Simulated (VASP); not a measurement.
# Bi (R-3m) in VASP: further runs, part 2 of 2

VASP 6.6.1. Earlier steps stand in the parts before.

## 3. Relaxation of cell and atoms, PBEsol

This run uses another cell than the first one, of 35.07 Å³/atom, 1.010 times its volume.

File INCAR:

```
SYSTEM = Bi
ALGO     = Normal         ! electronic algorithm
EDIFF    = 1E-6           ! SCF threshold, eV
EDIFFG   = -0.03          ! ionic threshold
ENCUT    = 600            ! plane-wave cutoff, eV
GGA      = PS             ! functional
IBRION   = 2              ! ionic algorithm
ISIF     = 3              ! what is computed and relaxed
ISMEAR   = 1              ! smearing method
LASPH    = .TRUE.         ! aspherical terms in the spheres
LCHARG   = .FALSE.        ! write CHGCAR
LREAL    = .FALSE.        ! projectors in reciprocal space
LWAVE    = .FALSE.        ! write WAVECAR
NELM     = 60             ! most SCF steps
NSW      = 80             ! ionic steps
PREC     = Accurate       ! precision mode
SIGMA    = 0.05           ! smearing width, eV
```

File KPOINTS:

```
k-points
0
G
  6 6 6
  0 0 0
```

File POSCAR:

```
Bi
1.0
    4.7289800000      0.0000000000      0.0000000000
    2.5544918684      3.9796762600      0.0000000000
    2.5544918684      1.3957698785      3.7268820186
Bi
2
Direct
    0.2340000000      0.2340000000      0.2340000000
    0.7660000000      0.7660000000      0.7660000000
```

Potentials or basis: VASP PAW PBE potentials, release 64 (Bi_d).

Started as:

```console
$ cat potpaw_PBE.64/Bi_d/POTCAR > POTCAR
$ mpirun -np 1 vasp_std > vasp.out
```

OUTCAR:

```text
SYSTEM = Bi
   EDIFF = 1E-6
   EDIFFG = -0.03
   ENCUT = 600
   GGA = PS
   IBRION = 2
   ISIF = 3
   ISMEAR = 1
   LASPH = .TRUE.
   LREAL = .FALSE.
   NELM = 60
   NSW = 80
   PREC = Accurate

 ion  position               nearest neighbor table
   1  0.234  0.234  0.234-   2 3.06   2 3.06   2 3.06   2 3.52   2 3.52   2 3.52
   2  0.766  0.766  0.766-   1 3.06   1 3.06   1 3.06   1 3.52   1 3.52   1 3.52

  LATTYP: Found a trigonal (rhomboedric) cell.
 ALAT       =     4.7289800000
 COS(alpha) =     0.5401781924

  Lattice vectors:

 A1 = (   4.7289800000,   0.0000000000,   0.0000000000)
 A2 = (   2.5544918684,   3.9796762600,   0.0000000000)
 A3 = (   2.5544918684,   1.3957698785,   3.7268820186)

Analysis of symmetry for initial positions (statically):
=====================================================================
 Subroutine PRICEL returns:
 Original cell was already a primitive cell.

 Routine SETGRP: Setting up the symmetry group for a
 trigonal (rhombohedral) supercell.

 Subroutine GETGRP returns: Found 12 space group operations
 (whereof 12 operations were pure point group operations)
 out of a pool of 12 trial point group operations.

The static configuration has the point symmetry D_3d.

Analysis of symmetry for dynamics (positions and initial velocities):
=====================================================================
 Subroutine PRICEL returns:
 Original cell was already a primitive cell.

 Routine SETGRP: Setting up the symmetry group for a
 trigonal (rhombohedral) supercell.

 Subroutine GETGRP returns: Found 12 space group operations
 (whereof 12 operations were pure point group operations)
 out of a pool of 12 trial point group operations.

The dynamic configuration has the point symmetry D_3d.

 Subroutine INISYM returns: Found 12 space group operations
 (whereof 12 operations are pure point group operations),
 and found     1 'primitive' translations
[... 122 lines left out ...]
   AEXX    =    0.0000 exact exchange contribution
   IVDW    =     0    specifies the selected vdW correction
   LEPSILON=     F    determine dielectric tensor
   LRPA    =     F    only Hartree local field effects (RPA)
 conjugate gradient relaxation of ions
 non-spin polarized calculation
 Methfessel and Paxton  Order N= 1 SIGMA  =   0.05
  energy-cutoff  :      600.00
  volume of cell :       70.14
 maximum number of plane-waves:      2363
 NGX is ok and might be reduce to    40
   NGX = 19   NGY = 19   NGZ = 19

--------------------------------------- Ionic step        1  -------------------------------------------

 number of electron      30.0000001 magnetization

 Free energy of the ion-electron system (eV)
  ---------------------------------------------------
  ext. energy  EPLUGINS =         0.00000000
  ---------------------------------------------------
  free energy    TOTEN  =        -8.62369428 eV

  energy without entropy =       -8.62346693  energy(sigma->0) =       -8.62361850

------------------------ aborting loop because EDIFF is reached ----------------------------------------

  FORCE on cell =-STRESS in cart. coord.  units (eV):
  Direction    XX          YY          ZZ          XY          YZ          ZX
  --------------------------------------------------------------------------------------
  -------------------------------------------------------------------------------------
  Total       -0.1064642     -0.1369605     -0.1437010      0.0237552      0.0089991      0.0164699
  in kB       -2.4319428     -3.1285629     -3.2825371      0.5426368      0.2055652      0.3762187
  external PRESSURE =      -2.9476809 kB  Pullay stress =       0.0000000 kB
[... 95 lines left out ...]
--------------------------------------- Ionic step        4  -------------------------------------------

 number of electron      30.0000002 magnetization

 Free energy of the ion-electron system (eV)
  ---------------------------------------------------
  ext. energy  EPLUGINS =         0.00000000
  ---------------------------------------------------
  free energy    TOTEN  =        -8.62492104 eV

  energy without entropy =       -8.62469732  energy(sigma->0) =       -8.62484647

 E-fermi :   6.2232     XC(G=0):  -9.7631

 val. band max:        6.1681171284   @ k =   0.3333   0.1667   0.1667
 cond. band min:       6.2251067927   @ k =  -0.3333   0.5000   0.3333
 fundamental gap:      0.0569896643
 Fermi energy:         6.2231723900

 k-point     1 :       0.0000    0.0000    0.0000
  band No.  band energies     occupation
      1     -16.5556      2.00000
      2     -16.5556      2.00000
      3     -16.3977      2.00000
      4     -16.3977      2.00000
      5     -16.3832      2.00000
      6     -16.2048      2.00000
[... 505 lines left out ...]
      6     -16.2804      2.00000
[... 11 lines left out ...]
     18      11.9934      0.00000
     19      12.4015      0.00000

 [... further k-points ...]

------------------------ aborting loop because EDIFF is reached ----------------------------------------

  FORCE on cell =-STRESS in cart. coord.  units (eV):
  Direction    XX          YY          ZZ          XY          YZ          ZX
  --------------------------------------------------------------------------------------
  -------------------------------------------------------------------------------------
  Total        0.0108732      0.0232759      0.0260173     -0.0096612     -0.0036599     -0.0066983
  in kB        0.2508627      0.5370164      0.6002650     -0.2229013     -0.0844409     -0.1545410
  external PRESSURE =       0.4627147 kB  Pullay stress =       0.0000000 kB
[... 17 lines left out ...]
  FREE ENERGIE OF THE ION-ELECTRON SYSTEM (eV)
  ---------------------------------------------------
  free  energy   TOTEN  =        -8.6249210449 eV

  energy  without entropy=       -8.6246973167  energy(sigma->0) =       -8.62484647

 reached required accuracy - stopping structural energy minimisation
```

CONTCAR:

```text
Bi
   1.00000000000000
     4.7173142688532410    0.0042333124410763    0.0029350226212415
     2.5517528417324260    3.9675722131428590    0.0029350226213434
     2.5517528417324074    1.3942732791310266    3.7145174523547855
  Bi
     2
Direct
     0.2346413143971961    0.2346413143971960    0.2346413143971960
     0.7653586856028038    0.7653586856028040    0.7653586856028040

  0.00000000E+00  0.00000000E+00  0.00000000E+00
  0.00000000E+00  0.00000000E+00  0.00000000E+00
```

Wall time 2 min (1 thread of AMD EPYC 7R13 (Zen 3), shared host); peak memory 0.23 GiB.

What came out:

```yaml
Free_energy: -8.6249 eV
Relaxed_volume: 34.72 Å³/atom
Relaxed_cell: a = 4.717 Å, b = 4.717 Å, c = 4.717 Å, α = 57.20°, β = 57.20°, γ = 57.20°
Space_group_after_relaxing_to_0.05_Å: R-3m (No. 166)
Energy_gained_by_relaxing: 0.6 meV/atom
Ionic_steps: 4
Pressure_after_relaxing: 0.0 GPa
Largest_force_after_relaxing: 0.029 eV/Å
Band_gap_on_the_k_mesh: zero (band 15 reaches 6.23 eV, above the bottom of band 16 at 6.04 eV)
```

Forces in eV/Å, atoms in the order of the input:
```
Bi   0.024  0.013  0.009
Bi  -0.024 -0.013 -0.009
```

The path:
```
step  energy change (eV)  largest force (eV/Å)  pressure (GPa)  volume (Å³)
   1              0.0000                0.0566           -0.29        70.14
   2             -0.0008                0.0699            0.12        69.49
   3             -0.0008                0.0721            0.13        69.52
   4             -0.0012                0.0291            0.05        69.44
```

Final structure:
```xyz
2
Lattice="4.7173 0.0042 0.0029 2.5518 3.9676 0.0029 2.5518 1.3943 3.7145" Properties=species:S:1:pos:R:3 pbc="T T T"
Bi    2.3044    1.2591    0.8730
Bi    7.5164    4.1070    2.8474
```

Caveat: the PAW data sets were made with another functional, which shifts forces and pressure a little; spin-orbit coupling is left out, which moves the levels of the heavy elements.
